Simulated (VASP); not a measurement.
# NiB3Au (Pm-3m) in VASP: a series of runs

NiB3Au is run at these levels: r2SCAN; tasks: single point.

Everything below comes from runs of VASP 6.6.1. Logs are shortened: lines on timing, memory, paths and dates and some standing lists are left out, and cuts for length are marked.

## 1. The cell of the first run

Symmetry: Pm-3m, No. 221, cubic system. Conventional cell: a = 4.107 Å, b = 4.107 Å, c = 4.107 Å, α = 90.00°, β = 90.00°, γ = 90.00°. Within 3.8 Å of Ni (site symmetry m-3m) lie 12 B at 2.90 Å and 8 Au at 3.56 Å. Within 2.7 Å of B (site symmetry 4/mmm) lie 2 Au at 2.05 Å. Within 2.7 Å of Au (site symmetry m-3m) lie 6 B at 2.05 Å.

## 2. Single point, r2SCAN

Contents of POSCAR:

```
NiB3Au
1.0
    4.1072017806      0.0000000000      0.0000000000
    0.0000000000      4.1072017806      0.0000000000
    0.0000000000      0.0000000000      4.1072017806
Ni B Au
1 3 1
Direct
    0.0000000000      0.0000000000      0.0000000000
    0.0000000000      0.5000000000      0.5000000000
    0.5000000000      0.0000000000      0.5000000000
    0.5000000000      0.5000000000      0.0000000000
    0.5000000000      0.5000000000      0.5000000000
```

Contents of INCAR.step1:

```
SYSTEM = NiB3Au
ALGO = Normal
EDIFF = 1E-5
ENCUT = 660
GGA = PE
GGA_COMPAT = .FALSE.
ISMEAR = 0
LASPH = .TRUE.
LCHARG = .FALSE.
LREAL = .FALSE.
LWAVE = .TRUE.
NBANDS = 23
NELM = 120
PREC = Accurate
SIGMA = 0.1
```

Contents of INCAR.step2:

```
SYSTEM = NiB3Au
ALGO = Normal
EDIFF = 1E-6
ENCUT = 660
GGA_COMPAT = .FALSE.
ISIF = 2
ISMEAR = 0
ISTART = 1
LASPH = .TRUE.
LCHARG = .TRUE.
LELF = .TRUE.
LMIXTAU = .TRUE.
LREAL = .FALSE.
LVHAR = .TRUE.
LWAVE = .FALSE.
METAGGA = R2SCAN
NBANDS = 23
NELM = 120
PREC = Accurate
SIGMA = 0.1
```

Contents of KPOINTS:

```
k-points
0
G
  6 6 6
  0 0 0
```

Potentials or basis: VASP PAW PBE potentials, release 64 (Ni, B, Au).

Run with:

```
$ cat potpaw_PBE.64/Ni/POTCAR potpaw_PBE.64/B/POTCAR potpaw_PBE.64/Au/POTCAR > POTCAR
$ cp INCAR.step1 INCAR
$ mpirun -np 1 vasp_std > vasp.out
$ cp INCAR.step2 INCAR
$ mpirun -np 1 vasp_std > vasp.out
```

OUTCAR:

```text
SYSTEM = NiB3Au
   EDIFF = 1E-6
   ENCUT = 660
   ISIF = 2
   ISMEAR = 0
   ISTART = 1
   LASPH = .TRUE.
   LREAL = .FALSE.
   METAGGA = R2SCAN
   NELM = 120
   PREC = Accurate

 ion  position               nearest neighbor table
   1  0.000  0.000  0.000-
   2  0.000  0.500  0.500-   5 2.05   5 2.05
   3  0.500  0.000  0.500-   5 2.05   5 2.05
   4  0.500  0.500  0.000-   5 2.05   5 2.05
   5  0.500  0.500  0.500-   2 2.05   3 2.05   4 2.05   4 2.05   3 2.05   2 2.05

  LATTYP: Found a simple cubic cell.
 ALAT       =     4.1072017806

  Lattice vectors:

 A1 = (   4.1072017806,   0.0000000000,   0.0000000000)
 A2 = (   0.0000000000,   4.1072017806,   0.0000000000)
 A3 = (   0.0000000000,   0.0000000000,   4.1072017806)

Analysis of symmetry for initial positions (statically):
=====================================================================
 Subroutine PRICEL returns:
 Original cell was already a primitive cell.

 Routine SETGRP: Setting up the symmetry group for a
 simple cubic supercell.

 Subroutine GETGRP returns: Found 48 space group operations
 (whereof 48 operations were pure point group operations)
 out of a pool of 48 trial point group operations.

The static configuration has the point symmetry O_h .

Analysis of symmetry for dynamics (positions and initial velocities):
=====================================================================
 Subroutine PRICEL returns:
 Original cell was already a primitive cell.

 Routine SETGRP: Setting up the symmetry group for a
 simple cubic supercell.

 Subroutine GETGRP returns: Found 48 space group operations
 (whereof 48 operations were pure point group operations)
 out of a pool of 48 trial point group operations.

The dynamic configuration has the point symmetry O_h .

 Subroutine INISYM returns: Found 48 space group operations
 (whereof 48 operations are pure point group operations),
 and found     1 'primitive' translations

----------------------------------------------------------------------------------------

                                     Primitive cell

  volume of cell :      69.2848

  direct lattice vectors                    reciprocal lattice vectors
     4.107201781  0.000000000  0.000000000     0.243474768  0.000000000  0.000000000
     0.000000000  4.107201781  0.000000000     0.000000000  0.243474768  0.000000000
     0.000000000  0.000000000  4.107201781     0.000000000  0.000000000  0.243474768

  length of vectors
     4.107201781  4.107201781  4.107201781     0.243474768  0.243474768  0.243474768

  position of ions in fractional coordinates (direct lattice)
     0.000000000  0.000000000  0.000000000
     0.000000000  0.500000000  0.500000000
     0.500000000  0.000000000  0.500000000
     0.500000000  0.500000000  0.000000000
     0.500000000  0.500000000  0.500000000

  ion indices of the primitive-cell ions
   primitive index   ion index
                 1           1
                 2           2
                 3           3
                 4           4
                 5           5

----------------------------------------------------------------------------------------

 KPOINTS: k-points

Automatic generation of k-mesh.
 Grid dimensions read from file:
 generate k-points for:    6    6    6

 Generating k-lattice:

  Cartesian coordinates                     Fractional coordinates (reciprocal lattice)
     0.040579128  0.000000000  0.000000000     0.166666667  0.000000000  0.000000000
     0.000000000  0.040579128  0.000000000     0.000000000  0.166666667  0.000000000
     0.000000000  0.000000000  0.040579128     0.000000000  0.000000000  0.166666667

  Length of vectors
     0.040579128  0.040579128  0.040579128

  Shift w.r.t. Gamma in fractional coordinates (k-lattice)
     0.000000000  0.000000000  0.000000000

 Subroutine IBZKPT returns following result:
 ===========================================

 Found     20 irreducible k-points:

 Following reciprocal coordinates:
            Coordinates               Weight
  0.000000  0.000000  0.000000      1.000000
  0.166667  0.000000  0.000000      6.000000
  0.333333  0.000000  0.000000      6.000000
  0.500000  0.000000  0.000000      3.000000
  0.166667  0.166667  0.000000     12.000000
  0.333333  0.166667  0.000000     24.000000
[... 12 lines left out ...]
  0.500000  0.500000  0.333333      6.000000
  0.500000  0.500000  0.500000      1.000000
   k-points           NKPTS =     20   k-points in BZ     NKDIM =     20   number of bands    NBANDS=     23
   number of dos      NEDOS =    301   number of ions     NIONS =      5
   total plane-waves  NPLWV =  46656
   dimension x,y,z NGX =    36 NGY =   36 NGZ =   36
   dimension x,y,z NGXF=    72 NGYF=   72 NGZF=   72
   ions per type =               1   3   1
   NGX,Y,Z   is equivalent  to a cutoff of  14.57, 14.57, 14.57 a.u.
   NGXF,Y,Z  is equivalent  to a cutoff of  29.14, 29.14, 29.14 a.u.
 SYSTEM =  NiB3Au
   PREC   = accura    normal or accurate (medium, high low for compatibility)
   ISTART =      1    job   : 0-new  1-cont  2-samecut
   ICHARG =      0    charge: 1-file 2-atom 10-const
   ISPIN  =      1    spin polarized calculation?
   LNONCOLLINEAR =      F non collinear calculations
   LSORBIT =      F    spin-orbit coupling
   LASPH  =      T    aspherical Exc in radial PAW
   ENCUT  =  660.0 eV  48.51 Ry    6.96 a.u.   8.60  8.60  8.60*2*pi/ulx,y,z
   NELM   =    120;   NELMIN=  2; NELMDL=  0     # of ELM steps
   EDIFF  = 0.1E-05   stopping-criterion for ELM
   LREAL  =      F    real-space projection
   EDIFFG = 0.1E-04   stopping-criterion for IOM
   NSW    =      0    number of steps for IOM
   IBRION =     -1    ionic relax: 0-MD 1-quasi-New 2-CG
   NFREE  =      0    steps in history (QN), initial steepest desc. (CG)
   ISIF   =      2    stress and relaxation
   ISYM   =      2    0-nonsym 1-usesym 2-fastsym
   POTIM  = 0.5000    time-step for ionic-motion
   TEBEG  =    0.0;   TEEND  =   0.0 temperature during run
   PSTRESS=    0.0 pullay stress
   NELECT =      30.0000    total number of electrons
   NUPDOWN=      -1.0000    fix difference up-down
   EMIN   =  10.00;   EMAX   =-10.00  energy-range for DOS
   EFERMI =   0.00;   METHOD = LEGACY
   ISMEAR =     0;   SIGMA  =   0.10  broadening in eV -4-tet -1-fermi 0-gaus
   EFERMI_NEDOS =   21; number of points for ismear=-14 and -15
   IALGO  =     38    algorithm
   IMIX   =      4    mixing-type and parameters
     AMIX     =   0.40;   BMIX     =  1.00
     AMIX_MAG =   1.60;   BMIX_MAG =  1.00
  volume/ion in A,a.u.               =      13.86        93.51
  Fermi-wavevector in a.u.,A,eV,Ry     =   1.238519  2.340461 20.870363  1.533928
  Thomas-Fermi vector in A             =   2.373041
   LORBIT       =      0    0 simple, 1 ext, 2 COOP (PROOUT), +10 PAW based schemes
   METAGGA = R2SCAN    functional components
   LHFCALC =     F    Hartree Fock is set to
   AEXX    =    0.0000 exact exchange contribution
   IVDW    =     0    specifies the selected vdW correction
   LEPSILON=     F    determine dielectric tensor
   LRPA    =     F    only Hartree local field effects (RPA)
 non-spin polarized calculation
 Gauss-broadening in eV      SIGMA  =   0.10
  energy-cutoff  :      660.00
  volume of cell :       69.28
 maximum number of plane-waves:      2721
 NGX is ok and might be reduce to    36
   NGX = 17   NGY = 17   NGZ = 17

 number of electron      30.0000013 magnetization

 Free energy of the ion-electron system (eV)
  ---------------------------------------------------
  ext. energy  EPLUGINS =         0.00000000
  ---------------------------------------------------
  free energy    TOTEN  =       -74.45514862 eV

  energy without entropy =      -74.44990494  energy(sigma->0) =      -74.45252678

 E-fermi :   5.7711     XC(G=0): -11.4795

 val. band max:        5.6676665775   @ k =   0.5000   0.0000   0.0000
 cond. band min:       5.7865467194   @ k =   0.3333   0.3333   0.3333
 fundamental gap:      0.1188801419
 Fermi energy:         5.7710968729

 k-point     1 :       0.0000    0.0000    0.0000
  band No.  band energies     occupation
      1      -6.9212      2.00000
      2      -4.7744      2.00000
      3      -4.7744      2.00000
      4      -1.7076      2.00000
      5      -1.7076      2.00000
      6      -1.7076      2.00000
[... 15 lines left out ...]
     22       8.1821      0.00000
     23       8.1821      0.00000

 k-point     2 :       0.1667    0.0000    0.0000
  band No.  band energies     occupation
      1      -6.7184      2.00000
      2      -4.7547      2.00000
      3      -4.6923      2.00000
      4      -1.8492      2.00000
      5      -1.8492      2.00000
      6      -1.7015      2.00000
[... 15 lines left out ...]
     22       8.1536      0.00000
     23       8.6225      0.00000

 k-point     3 :       0.3333    0.0000    0.0000
  band No.  band energies     occupation
      1      -6.2487      2.00000
      2      -4.7146      2.00000
      3      -4.3546      2.00000
      4      -2.0954      2.00000
      5      -2.0954      2.00000
      6      -1.6892      2.00000
[... 15 lines left out ...]
     22       8.3435      0.00000
     23      10.6722      0.00000
[... 391 lines left out ...]
 k-point    19 :       0.5000    0.5000    0.3333
  band No.  band energies     occupation
      1      -4.2081      2.00000
      2      -3.7831      2.00000
      3      -3.3231      2.00000
      4      -2.9201      2.00000
      5      -2.7815      2.00000
      6      -2.7815      2.00000
[... 15 lines left out ...]
     22      13.3304      0.00000
     23      14.8958      0.00000

 k-point    20 :       0.5000    0.5000    0.5000
  band No.  band energies     occupation
      1      -3.7800      2.00000
      2      -3.7800      2.00000
      3      -2.9000      2.00000
      4      -2.8828      2.00000
      5      -2.8828      2.00000
      6      -2.8828      2.00000
[... 15 lines left out ...]
     22      14.9296      0.00000
     23      14.9296      0.00000

------------------------ aborting loop because EDIFF is reached ----------------------------------------

  FORCE on cell =-STRESS in cart. coord.  units (eV):
  Direction    XX          YY          ZZ          XY          YZ          ZX
  --------------------------------------------------------------------------------------
  -------------------------------------------------------------------------------------
  Total        0.0882089      0.0882089      0.0882089     -0.0000000      0.0000000     -0.0000000
  in kB        2.0397871      2.0397871      2.0397871     -0.0000000      0.0000000     -0.0000000
  external PRESSURE =       2.0397871 kB  Pullay stress =       0.0000000 kB

 VOLUME and BASIS-vectors are now :
 -----------------------------------------------------------------------------
  energy-cutoff  :      660.00
  volume of cell :       69.28
      direct lattice vectors                 reciprocal lattice vectors
     4.107201781  0.000000000  0.000000000     0.243474768  0.000000000  0.000000000
     0.000000000  4.107201781  0.000000000     0.000000000  0.243474768  0.000000000
     0.000000000  0.000000000  4.107201781     0.000000000  0.000000000  0.243474768

 POSITION                                       TOTAL-FORCE (eV/Angst)
 -----------------------------------------------------------------------------------
      0.00000      0.00000      0.00000         0.000000      0.000000      0.000000
      0.00000      2.05360      2.05360         0.000000      0.000000      0.000000
      2.05360      0.00000      2.05360         0.000000      0.000000      0.000000
      2.05360      2.05360      0.00000         0.000000      0.000000      0.000000
      2.05360      2.05360      2.05360         0.000000      0.000000      0.000000
 -----------------------------------------------------------------------------------
    total drift:                                0.000000      0.000000      0.000000

  FREE ENERGIE OF THE ION-ELECTRON SYSTEM (eV)
  ---------------------------------------------------
  free  energy   TOTEN  =       -74.4551486183 eV

  energy  without entropy=      -74.4499049447  energy(sigma->0) =      -74.45252678
```

Wall time 4.5 min (1 thread of AMD EPYC 7R13, shared host); peak memory 0.22 GiB.

Results:

```
Free energy            : -74.4551 eV
Pressure               : 0.2 GPa
Band gap on the k mesh : zero (bands 15 and 16 overlap by 1.34 eV)
```

Levels at points of the mesh, in eV from the Fermi level:
| k point | band 13 | band 14 | band 15 | band 16 | band 17 | band 18 |
| --- | --- | --- | --- | --- | --- | --- |
| (0.00, 0.00, 0.00) | -0.85 | -0.85 | 0.80 | 1.08 | 1.08 | 1.71 |
| (0.50, 0.00, 0.00) | -0.50 | -0.50 | -0.10 | 0.84 | 1.55 | 1.61 |
| (0.50, 0.50, 0.00) | -0.82 | -0.75 | -0.55 | 0.48 | 0.48 | 2.69 |
| (0.50, 0.50, 0.50) | -0.69 | -0.69 | -0.53 | -0.53 | -0.53 | 0.44 |

Caveat: the PAW data sets were made with another functional, which shifts forces and pressure a little; spin-orbit coupling is left out, which moves the levels of the heavy elements. Spin polarisation is off, so any magnetic state and its effect on volume and gap are missing.

## 3. Single point, r2SCAN, collinear spin, ferromagnetic start

This run uses another cell than the first one, of 9.02 Å³/atom.

Edit POSCAR of step 2 so:

```diff
@@ -2,5 +2,5 @@
 1.0
-    4.1072017806      0.0000000000      0.0000000000
-    0.0000000000      4.1072017806      0.0000000000
-    0.0000000000      0.0000000000      4.1072017806
+    3.5592310365      0.0000000000      0.0000000000
+    0.0000000000      3.5592310365      0.0000000000
+    0.0000000000      0.0000000000      3.5592310365
 Ni B Au
```

Contents of INCAR.step1:

```
SYSTEM = NiB3Au
PREC = Accurate ; ENCUT = 660
ISMEAR = 0 ; SIGMA = 0.1
LREAL = .FALSE. ; LASPH = .TRUE.
NELM = 200 ; ISPIN = 2
MAGMOM = 2 0 0 0 0 ; LMAXMIX = 4
NBANDS = 27 ; GGA = PE
ALGO = Normal ; EDIFF = 1E-5
LWAVE = .TRUE. ; LCHARG = .FALSE.
GGA_COMPAT = .FALSE.
```

Contents of INCAR.step2:

```
SYSTEM = NiB3Au
PREC = Accurate ; ENCUT = 660
EDIFF = 1E-6 ; ISMEAR = 0
SIGMA = 0.1 ; LREAL = .FALSE.
LASPH = .TRUE. ; NELM = 200
ALGO = Normal ; ISIF = 2
LWAVE = .FALSE. ; LCHARG = .FALSE.
ISPIN = 2 ; MAGMOM = 2 0 0 0 0
LORBIT = 11 ; LMAXMIX = 4
METAGGA = R2SCAN ; LMIXTAU = .TRUE.
NBANDS = 27 ; ISTART = 1
GGA_COMPAT = .FALSE.
```

Contents of KPOINTS:

```
Automatic mesh
0
G
  6 6 6
  0 0 0
```

Potentials or basis: VASP PAW PBE potentials, release 64 (Ni, B, Au).

Run with:

```
$ cat potpaw_PBE.64/Ni/POTCAR potpaw_PBE.64/B/POTCAR potpaw_PBE.64/Au/POTCAR > POTCAR
$ cp INCAR.step1 INCAR
$ mpirun -np 1 vasp_std > vasp.out
$ cp INCAR.step2 INCAR
$ mpirun -np 1 vasp_std > vasp.out
```

Run time: 6 min. Hardware: 1 thread of AMD EPYC 7R13, shared host; peak memory 0.21 GiB.

Results (log left out):

```
Free energy                                           : -66.8599 eV
Pressure                                              : 144.5 GPa
Band gap on the k mesh                                : zero (filled and empty bands overlap)
Net moment                                            : 0.00 μB per cell
Valence electrons inside the program's atomic spheres : Ni 9.30; B 2.02; Au 11.92
```

Levels at points of the mesh, in eV from the Fermi level:
Spin up:
```csv
k point,band 13,band 14,band 15,band 16,band 17,band 18
"(0.00, 0.00, 0.00)",-2.07,-2.07,0.78,0.78,0.78,1.66
"(0.50, 0.00, 0.00)",-0.99,-0.99,0.46,1.21,1.94,1.94
"(0.50, 0.50, 0.00)",-1.91,-1.81,-1.27,-0.06,-0.06,3.83
"(0.50, 0.50, 0.50)",-1.53,-1.53,-1.12,-1.12,-1.12,-0.44
```
Spin down:
```csv
k point,band 12,band 13,band 14,band 15,band 16,band 17,band 18,band 19
"(0.00, 0.00, 0.00)",-2.07,-2.07,-2.07,0.78,0.78,0.78,1.66,2.57
"(0.50, 0.00, 0.00)",-2.06,-0.99,-0.99,0.46,1.21,1.94,1.94,2.85
"(0.50, 0.50, 0.00)",-2.18,-1.91,-1.81,-1.27,-0.06,-0.06,3.83,3.83
"(0.50, 0.50, 0.50)",-1.53,-1.53,-1.53,-1.12,-1.12,-1.12,-0.44,5.47
```

Caveat: the cell stands under pressure; the moments typed at the start vanished in this run; the PAW data sets were made with another functional, which shifts forces and pressure a little; spin-orbit coupling is left out, which moves the levels of the heavy elements.

The gap in the log of VASP goes by the Fermi energy; the results here count the filled bands.